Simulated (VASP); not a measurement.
# Os (Fd-3m) in VASP: further runs

The runs below take Os through single point, with LDA.

Program: VASP 6.6.1. These are calculated values, not measurements. Logs are shortened: lines on timing, memory, paths and dates and some standing lists are left out, and cuts for length are marked.

### Step 1. The cell of the first run

The structure is cubic, space group Fd-3m (No. 227). The conventional cell has a = 4.615 Å, b = 4.615 Å, c = 4.615 Å, α = 90.00°, β = 90.00°, γ = 90.00°. Os (site symmetry -43m) has 4 Os at 2.00 Å within 2.6 Å.

### Step 2. Single point, LDA (volume scaled by 0.6)

Input file INCAR:

```
SYSTEM = Os
PREC = Accurate ; ENCUT = 520
EDIFF = 1E-7 ; ISMEAR = -1
SIGMA = 0.05 ; LREAL = .FALSE.
LASPH = .TRUE. ; NELM = 80
ALGO = Normal ; ISIF = 2
LWAVE = .FALSE. ; LCHARG = .FALSE.
NBANDS = 15
```

Input file KPOINTS:

```
regular mesh
0
G
  13 13 13
  0 0 0
```

Input file POSCAR:

```
Os
1.0
    0.0000000000      2.3074595258      2.3074595258
    2.3074595258      0.0000000000      2.3074595258
    2.3074595258      2.3074595258      0.0000000000
Os
2
Direct
   -0.1250000000     -0.1250000000     -0.1250000000
    0.1250000000      0.1250000000      0.1250000000
```

Potentials or basis: VASP PAW LDA potentials, release 64 (Os).

Run with:

```
> cat potpaw_LDA.64/Os/POTCAR > POTCAR
> mpirun -np 1 vasp_std > vasp.out
```

OUTCAR:

```text
SYSTEM = Os
   PREC = Accurate
   ENCUT = 520
   EDIFF = 1E-7
   ISMEAR = -1
   LREAL = .FALSE.
   LASPH = .TRUE.
   NELM = 80
   ISIF = 2

 ion  position               nearest neighbor table
   1  0.875  0.875  0.875-   2 2.00   2 2.00   2 2.00   2 2.00
   2  0.125  0.125  0.125-   1 2.00   1 2.00   1 2.00   1 2.00

  LATTYP: Found a face centered cubic cell.
 ALAT       =     4.6149190516

  Lattice vectors:

 A1 = (   0.0000000000,   2.3074595258,   2.3074595258)
 A2 = (   2.3074595258,   0.0000000000,   2.3074595258)
 A3 = (   2.3074595258,   2.3074595258,   0.0000000000)

Analysis of symmetry for initial positions (statically):
=====================================================================
 Subroutine PRICEL returns:
 Original cell was already a primitive cell.

 Routine SETGRP: Setting up the symmetry group for a
 face centered cubic supercell.

 Subroutine GETGRP returns: Found 48 space group operations
 (whereof 12 operations were pure point group operations)
 out of a pool of 48 trial point group operations.

The static configuration has the point symmetry D_3d.
 The point group associated with its full space group is O_h .

Analysis of symmetry for dynamics (positions and initial velocities):
=====================================================================
 Subroutine PRICEL returns:
 Original cell was already a primitive cell.

 Routine SETGRP: Setting up the symmetry group for a
 face centered cubic supercell.

 Subroutine GETGRP returns: Found 48 space group operations
 (whereof 12 operations were pure point group operations)
 out of a pool of 48 trial point group operations.

The dynamic configuration has the point symmetry D_3d.
 The point group associated with its full space group is O_h .

 Subroutine INISYM returns: Found 48 space group operations
 (whereof 12 operations are pure point group operations),
 and found     1 'primitive' translations

----------------------------------------------------------------------------------------

                                     Primitive cell

  volume of cell :      24.5715

  direct lattice vectors                    reciprocal lattice vectors
     0.000000000  2.307459526  2.307459526    -0.216688525  0.216688525  0.216688525
     2.307459526  0.000000000  2.307459526     0.216688525 -0.216688525  0.216688525
     2.307459526  2.307459526  0.000000000     0.216688525  0.216688525 -0.216688525

  length of vectors
     3.263240556  3.263240556  3.263240556     0.375315534  0.375315534  0.375315534

  position of ions in fractional coordinates (direct lattice)
     0.875000000  0.875000000  0.875000000
     0.125000000  0.125000000  0.125000000

  ion indices of the primitive-cell ions
   primitive index   ion index
                 1           1
                 2           2

----------------------------------------------------------------------------------------

 KPOINTS: regular mesh

Automatic generation of k-mesh.
 Grid dimensions read from file:
 generate k-points for:   13   13   13

 Generating k-lattice:

  Cartesian coordinates                     Fractional coordinates (reciprocal lattice)
    -0.016668348  0.016668348  0.016668348     0.076923077  0.000000000  0.000000000
     0.016668348 -0.016668348  0.016668348     0.000000000  0.076923077  0.000000000
     0.016668348  0.016668348 -0.016668348     0.000000000  0.000000000  0.076923077

  Length of vectors
     0.028870426  0.028870426  0.028870426

  Shift w.r.t. Gamma in fractional coordinates (k-lattice)
     0.000000000  0.000000000  0.000000000

 Subroutine IBZKPT returns following result:
 ===========================================

 Found     84 irreducible k-points:

 Following reciprocal coordinates:
            Coordinates               Weight
  0.000000  0.000000  0.000000      1.000000
  0.076923  0.000000  0.000000      8.000000
  0.153846  0.000000  0.000000      8.000000
  0.230769  0.000000  0.000000      8.000000
  0.307692  0.000000  0.000000      8.000000
  0.384615  0.000000  0.000000      8.000000
[... 16 lines left out ...]
  0.384615  0.153846  0.000000     24.000000
  0.461538  0.153846  0.000000     24.000000
 [... further k-points ...]
   k-points           NKPTS =     84   k-points in BZ     NKDIM =     84   number of bands    NBANDS=     15
   number of dos      NEDOS =    301   number of ions     NIONS =      2
   total plane-waves  NPLWV =  13824
   dimension x,y,z NGX =    24 NGY =   24 NGZ =   24
   dimension x,y,z NGXF=    48 NGYF=   48 NGZF=   48
   ions per type =               2
   NGX,Y,Z   is equivalent  to a cutoff of  12.23, 12.23, 12.23 a.u.
   NGXF,Y,Z  is equivalent  to a cutoff of  24.45, 24.45, 24.45 a.u.
 SYSTEM =  Os
   PREC   = accura    normal or accurate (medium, high low for compatibility)
   ISTART =      0    job   : 0-new  1-cont  2-samecut
   ICHARG =      2    charge: 1-file 2-atom 10-const
   ISPIN  =      1    spin polarized calculation?
   LNONCOLLINEAR =      F non collinear calculations
   LSORBIT =      F    spin-orbit coupling
   LASPH  =      T    aspherical Exc in radial PAW
   ENCUT  =  520.0 eV  38.22 Ry    6.18 a.u.   6.07  6.07  6.07*2*pi/ulx,y,z
   NELM   =     80;   NELMIN=  2; NELMDL= -5     # of ELM steps
   EDIFF  = 0.1E-06   stopping-criterion for ELM
   LREAL  =      F    real-space projection
   EDIFFG = 0.1E-05   stopping-criterion for IOM
   NSW    =      0    number of steps for IOM
   IBRION =     -1    ionic relax: 0-MD 1-quasi-New 2-CG
   NFREE  =      0    steps in history (QN), initial steepest desc. (CG)
   ISIF   =      2    stress and relaxation
   ISYM   =      2    0-nonsym 1-usesym 2-fastsym
   POTIM  = 0.5000    time-step for ionic-motion
   TEBEG  =    0.0;   TEEND  =   0.0 temperature during run
   PSTRESS=    0.0 pullay stress
   NELECT =      16.0000    total number of electrons
   NUPDOWN=      -1.0000    fix difference up-down
   EMIN   =  10.00;   EMAX   =-10.00  energy-range for DOS
   EFERMI =   0.00;   METHOD = LEGACY
   ISMEAR =    -1;   SIGMA  =   0.05  broadening in eV -4-tet -1-fermi 0-gaus
   EFERMI_NEDOS =   21; number of points for ismear=-14 and -15
   IALGO  =     38    algorithm
   IMIX   =      4    mixing-type and parameters
     AMIX     =   0.40;   BMIX     =  1.00
     AMIX_MAG =   1.60;   BMIX_MAG =  1.00
  volume/ion in A,a.u.               =      12.29        82.91
  Fermi-wavevector in a.u.,A,eV,Ry     =   1.418962  2.681449 27.394689  2.013453
  Thomas-Fermi vector in A             =   2.540032
   LORBIT       =      0    0 simple, 1 ext, 2 COOP (PROOUT), +10 PAW based schemes
   GGA     = CA    functional components
   LHFCALC =     F    Hartree Fock is set to
   AEXX    =    0.0000 exact exchange contribution
   IVDW    =     0    specifies the selected vdW correction
   LEPSILON=     F    determine dielectric tensor
   LRPA    =     F    only Hartree local field effects (RPA)
 non-spin polarized calculation
  energy-cutoff  :      520.00
  volume of cell :       24.57
 maximum number of plane-waves:       674
   NGX = 13   NGY = 13   NGZ = 13

 number of electron      15.9999999 magnetization

 Free energy of the ion-electron system (eV)
  ---------------------------------------------------
  ext. energy  EPLUGINS =         0.00000000
  ---------------------------------------------------
  free energy    TOTEN  =       -11.54954112 eV

  energy without entropy =      -11.54231798  energy(sigma->0) =      -11.54592955

 E-fermi :  11.8441     XC(G=0): -14.4348

 val. band max:       11.8297422016   @ k =  -0.2308   0.1538   0.0000
 cond. band min:      11.8563800183   @ k =   0.3077   0.0769   0.0000
 fundamental gap:      0.0266378167
 Fermi energy:        11.8440646744

 k-point     1 :       0.0000    0.0000    0.0000
  band No.  band energies     occupation
      1       0.4550      2.00000
      2       2.9970      2.00000
      3       2.9970      2.00000
      4       5.9203      2.00000
      5       5.9203      2.00000
      6       5.9203      2.00000
      7      10.9698      2.00000
      8      10.9698      2.00000
      9      10.9698      2.00000
     10      17.7327      0.00000
     11      17.7327      0.00000
     12      23.8294      0.00000
     13      25.9660      0.00000
     14      25.9660      0.00000
     15      25.9660      0.00000

 k-point     2 :       0.0769    0.0000    0.0000
  band No.  band energies     occupation
      1       0.6572      2.00000
      2       2.9161      2.00000
      3       2.9161      2.00000
      4       5.8627      2.00000
      5       6.0987      2.00000
      6       6.0987      2.00000
      7      10.6219      2.00000
      8      10.9013      2.00000
      9      10.9013      2.00000
     10      17.6891      0.00000
     11      17.6891      0.00000
     12      23.4101      0.00000
     13      26.0649      0.00000
     14      26.0649      0.00000
     15      26.9549      0.00000

 k-point     3 :       0.1538    0.0000    0.0000
  band No.  band energies     occupation
      1       1.2253      2.00000
      2       2.7768      2.00000
      3       2.7768      2.00000
      4       5.7255      2.00000
      5       6.4378      2.00000
      6       6.4378      2.00000
      7       9.7679      2.00000
      8      10.8065      2.00000
      9      10.8065      2.00000
     10      17.5518      0.00000
     11      17.5518      0.00000
     12      23.0709      0.00000
     13      26.3775      0.00000
     14      26.3775      0.00000
     15      28.4260      0.00000

 k-point     4 :       0.2308    0.0000    0.0000
  band No.  band energies     occupation
      1       2.0207      2.00000
      2       2.7336      2.00000
      3       2.7336      2.00000
      4       5.5851      2.00000
      5       6.5330      2.00000
      6       6.5330      2.00000
      7       8.8500      2.00000
      8      10.9804      2.00000
      9      10.9804      2.00000
     10      17.2996      0.00000
     11      17.2996      0.00000
     12      23.0598      0.00000
     13      25.7639      0.00000
     14      26.9252      0.00000
     15      26.9252      0.00000
[... 307 lines left out ...]
 k-point    22 :       0.3077    0.1538    0.0000
  band No.  band energies     occupation
      1       1.7043      2.00000
      2       2.8605      2.00000
      3       3.9887      2.00000
      4       5.3321      2.00000
      5       5.5448      2.00000
      6       7.4481      2.00000
      7       8.4910      2.00000
      8      10.9307      2.00000
      9      12.0320      0.04557
     10      15.0910      0.00000
     11      18.0422      0.00000
     12      23.2011      0.00000
     13      24.0953      0.00000
     14      26.2016      0.00000
     15      27.7539      0.00000

 k-point    23 :       0.3846    0.1538    0.0000
  band No.  band energies     occupation
      1       1.8082      2.00000
      2       3.0953      2.00000
      3       4.2487      2.00000
      4       5.1151      2.00000
      5       5.3982      2.00000
      6       7.3472      2.00000
      7       8.9031      2.00000
      8      11.0290      2.00000
      9      12.7006      0.00000
     10      14.7612      0.00000
     11      17.5344      0.00000
     12      20.9986      0.00000
     13      23.9684      0.00000
     14      25.8207      0.00000
     15      27.7808      0.00000

 k-point    24 :       0.4615    0.1538    0.0000
  band No.  band energies     occupation
      1       1.9909      2.00000
      2       3.0377      2.00000
      3       4.1214      2.00000
      4       5.0609      2.00000
      5       5.6059      2.00000
      6       7.0200      2.00000
      7       9.7171      2.00000
      8      11.6594      1.95140
      9      12.7727      0.00000
     10      15.1847      0.00000
     11      16.7099      0.00000
     12      18.2895      0.00000
     13      24.4666      0.00000
     14      25.7231      0.00000
     15      26.6564      0.00000

 [... further k-points ...]

------------------------ aborting loop because EDIFF is reached ----------------------------------------

  FORCE on cell =-STRESS in cart. coord.  units (eV):
  Direction    XX          YY          ZZ          XY          YZ          ZX
  --------------------------------------------------------------------------------------
  -------------------------------------------------------------------------------------
  Total       50.2887897     50.2887897     50.2887897      0.0000000      0.0000000     -0.0000000
  in kB     3279.0609891   3279.0609891   3279.0609891      0.0000000      0.0000000     -0.0000000
  external PRESSURE =    3279.0609891 kB  Pullay stress =       0.0000000 kB

 VOLUME and BASIS-vectors are now :
 -----------------------------------------------------------------------------
  energy-cutoff  :      520.00
  volume of cell :       24.57
      direct lattice vectors                 reciprocal lattice vectors
     0.000000000  2.307459526  2.307459526    -0.216688525  0.216688525  0.216688525
     2.307459526  0.000000000  2.307459526     0.216688525 -0.216688525  0.216688525
     2.307459526  2.307459526  0.000000000     0.216688525  0.216688525 -0.216688525

 POSITION                                       TOTAL-FORCE (eV/Angst)
 -----------------------------------------------------------------------------------
      4.03805      4.03805      4.03805        -0.000000      0.000000     -0.000000
      0.57686      0.57686      0.57686         0.000000     -0.000000      0.000000
 -----------------------------------------------------------------------------------
    total drift:                                0.000000      0.000000      0.000000

  FREE ENERGIE OF THE ION-ELECTRON SYSTEM (eV)
  ---------------------------------------------------
  free  energy   TOTEN  =       -11.5495411231 eV

  energy  without entropy=      -11.5423179805  energy(sigma->0) =      -11.54592955
```

It took 11 s on 1 thread of Intel Xeon Platinum 8488C (Sapphire Rapids), shared host; peak memory 0.14 GiB.

Results:

- Free energy: -11.5495 eV
- Pressure: 327.9 GPa
- Band gap on the k mesh: zero (band 8 reaches 13.24 eV, above the bottom of band 9 at 10.81 eV)

Caveat: spin-orbit coupling is left out, which moves the levels of the heavy elements.

### Step 3. Single point, LDA (volume scaled by 0.68)

Input file INCAR:

```
SYSTEM = Os
ALGO = Normal
EDIFF = 1E-6
ENCUT = 520
ISIF = 2
ISMEAR = -1
LASPH = .True.
LCHARG = .True.
LELF = .True.
LREAL = .False.
LVHAR = .True.
LWAVE = .False.
NBANDS = 15
NELM = 100
PREC = Accurate
SIGMA = 0.05
```

Input file KPOINTS:

```
k-points
0
Gamma
  13 13 13
  0 0 0
```

Input file POSCAR:

```
Os
1.0
    0.0000000000      2.4057656118      2.4057656118
    2.4057656118      0.0000000000      2.4057656118
    2.4057656118      2.4057656118      0.0000000000
Os
2
Direct
   -0.1250000000     -0.1250000000     -0.1250000000
    0.1250000000      0.1250000000      0.1250000000
```

Potentials or basis: VASP PAW LDA potentials, release 64 (Os).

Run with:

```
> cat potpaw_LDA.64/Os/POTCAR > POTCAR
> mpirun -np 1 vasp_std > vasp.out
```

Run time: 17 s. Hardware: 1 thread of Intel Xeon Platinum 8488C (Sapphire Rapids), shared host; peak memory 0.16 GiB.

The run converged. Its results:

```yaml
Free_energy: -16.7774 eV
Pressure: 193.8 GPa
Band_gap_on_the_k_mesh: zero (band 8 reaches 10.82 eV, above the bottom of band 9 at 8.87 eV)
```

Levels at points of the mesh, in eV from the Fermi level:
```
           k point  band 6  band 7  band 8  band 9  band 10  band 11
(0.00, 0.00, 0.00)   -5.32   -0.82   -0.82   -0.82     4.94     4.94
```

Caveat: spin-orbit coupling is left out, which moves the levels of the heavy elements.
